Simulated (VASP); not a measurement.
Write the native input for VASP 6.6.1 that does the following.

| Item | Value |
| --- | --- |
| Task | G0W0 quasiparticle levels |
| Functional | PBE |
| Potentials or basis | VASP PAW PBE potentials, release 64 (Tl_d_GW, Cl_GW) |
| Cutoff | 500 eV |
| k mesh | 4 × 4 × 4 |
| Occupations | gaussian, width 0.01 eV |
| Spin | no spin polarisation |
| Dipole correction | no |
| GW scheme | G0W0 |
| GW iterations | 1 |
| Cutoff of the response function | 140 |
| Frequency points | 96 |
| Empty bands | 212 |
| Further INCAR settings | ALGO = EVGW0; EDIFF = 1e-08; NBANDS = 223 |

The system is TlCl.

```xyz
2
Lattice="3.8388 0.0000 0.0000 0.0000 3.8388 0.0000 0.0000 0.0000 3.8388" Properties=species:S:1:pos:R:3 pbc="T T T"
Tl    0.0000    0.0000    0.0000
Cl    1.9194    1.9194    1.9194
```

The input as run:

POSCAR

```
TlCl
1.0
    3.8388256317      0.0000000000      0.0000000000
    0.0000000000      3.8388256317      0.0000000000
    0.0000000000      0.0000000000      3.8388256317
Tl Cl
1 1
Direct
    0.0000000000      0.0000000000      0.0000000000
    0.5000000000      0.5000000000      0.5000000000
```

INCAR.step1

```
SYSTEM = TlCl
  PREC = Accurate
  ENCUT = 500
  EDIFF = 1E-8
  ISMEAR = 0
  SIGMA = 0.01
  LREAL = .False.
  LASPH = .True.
  NELM = 60
  ALGO = Normal
  LWAVE = .True.
  LCHARG = .False.
  GGA = PE
```

INCAR.step2

```
SYSTEM = TlCl
  PREC = Accurate
  ENCUT = 500
  EDIFF = 1E-8
  ISMEAR = 0
  SIGMA = 0.01
  LREAL = .False.
  LASPH = .True.
  NELM = 1
  ALGO = Exact
  LWAVE = .True.
  LCHARG = .False.
  GGA = PE
  NBANDS = 223
  LOPTICS = .True.
  ISTART = 1
```

INCAR.step3

```
SYSTEM = TlCl
  PREC = Accurate
  ENCUT = 500
  EDIFF = 1E-8
  ISMEAR = 0
  SIGMA = 0.01
  LREAL = .False.
  LASPH = .True.
  ALGO = EVGW0
  LWAVE = .False.
  LCHARG = .False.
  GGA = PE
  NELMGW = 1
  NBANDS = 223
  ENCUTGW = 140.0
  NOMEGA = 96
  PRECFOCK = Fast
  ISTART = 1
  NBANDSGW = 19
  OMEGAMAX = 20
```

KPOINTS

```
regular mesh
0
Gamma
  4 4 4
  0 0 0
```

Potentials or basis: VASP PAW PBE potentials, release 64 (Tl_d_GW, Cl_GW).

Run with:

```bash
$ cat potpaw_PBE.64/Tl_d_GW/POTCAR potpaw_PBE.64/Cl_GW/POTCAR > POTCAR
$ cp INCAR.step1 INCAR
$ mpirun -np 1 vasp_std > vasp.out
$ cp INCAR.step2 INCAR
$ mpirun -np 1 vasp_std > vasp.out
$ cp INCAR.step3 INCAR
$ mpirun -np 1 vasp_std > vasp.out
```

Results of the run:

| Quantity | Value |
| --- | --- |
| Quasiparticle gap | 3.20 eV |
| Least direct quasiparticle gap | 3.20 eV |
| Band gap of the starting levels on the mesh | 2.09 eV |
| Least direct gap of the starting levels on the mesh | 2.09 eV |

Caveat: the k points lie up to 0.41 Å⁻¹ apart; bands, screening cutoff and mesh are small and nothing is extrapolated, so the quasiparticle values aren't converged; spin-orbit coupling is left out, which moves the levels of the heavy elements.

It took 7.4 min on 1 thread of AMD EPYC 9R45 96-Core Processor (Zen 5), on a shared host, peak memory 0.7 GiB.
